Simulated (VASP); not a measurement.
A run of VASP 6.6.1 is set up as follows.

Contents of POSCAR:

```
PbS
1.0
    0.0000000000      2.9657500000      2.9657500000
    2.9657500000      0.0000000000      2.9657500000
    2.9657500000      2.9657500000      0.0000000000
Pb S
1 1
Direct
    0.0000000000      0.0000000000      0.0000000000
    0.5000000000      0.5000000000      0.5000000000
```

Contents of INCAR.step1:

```
SYSTEM = PbS
PREC = Accurate
ENCUT = 600
ISMEAR = 0
SIGMA = 0.05
LREAL = .FALSE.
LASPH = .TRUE.
NELM = 80
GGA = PE
ALGO = Normal
EDIFF = 1E-4
LWAVE = .TRUE.
LCHARG = .FALSE.
```

File INCAR.step2:

```
SYSTEM = PbS
PREC = Accurate
ENCUT = 600
EDIFF = 1E-7
ISMEAR = 0
SIGMA = 0.05
LREAL = .FALSE.
LASPH = .TRUE.
NELM = 80
ALGO = Normal
ISIF = 3
LWAVE = .FALSE.
LCHARG = .FALSE.
METAGGA = R2SCAN
LMIXTAU = .TRUE.
LUSE_VDW = .TRUE.
IVDW_NL = 2
BPARAM = 11.95
CPARAM = 0.0093
IBRION = 2
NSW = 60
EDIFFG = -0.01
ISTART = 1
```

The input KPOINTS:

```
regular mesh
0
G
  8 8 8
  0 0 0
```

Potentials or basis: VASP PAW PBE potentials, release 64 (Pb_d, S).

Command:

```console
$ cat potpaw_PBE.64/Pb_d/POTCAR potpaw_PBE.64/S/POTCAR > POTCAR
$ cp INCAR.step1 INCAR
$ mpirun -np 1 vasp_std > vasp.out
$ cp INCAR.step2 INCAR
$ mpirun -np 1 vasp_std > vasp.out
```

Problem. Estimate the band gap on the k mesh.

Solution. 0.61 eV.

Problem. Estimate the relaxed volume.

Solution. 26.29 Å³/atom.

Problem. Predict the relaxed cell.

Solution. a = 4.205 Å, b = 4.205 Å, c = 4.205 Å, α = 60.00°, β = 60.00°, γ = 60.00°.

Problem. Predict the space group after relaxing (to 0.1 Å).

Solution. Fm-3m (No. 225).

Final structure:
```
Pb S
1.0
     0.00000    2.97335    2.97335
     2.97335    0.00000    2.97335
     2.97335    2.97335    0.00000
Pb S
1 1
Direct
  0.00000 0.00000 0.00000
  0.50000 0.50000 0.50000
```

Caveat: the PAW data sets were made with another functional, which shifts forces and pressure a little; spin-orbit coupling is left out, which moves the levels of the heavy elements. Zero-point motion and thermal expansion aren't in these numbers.
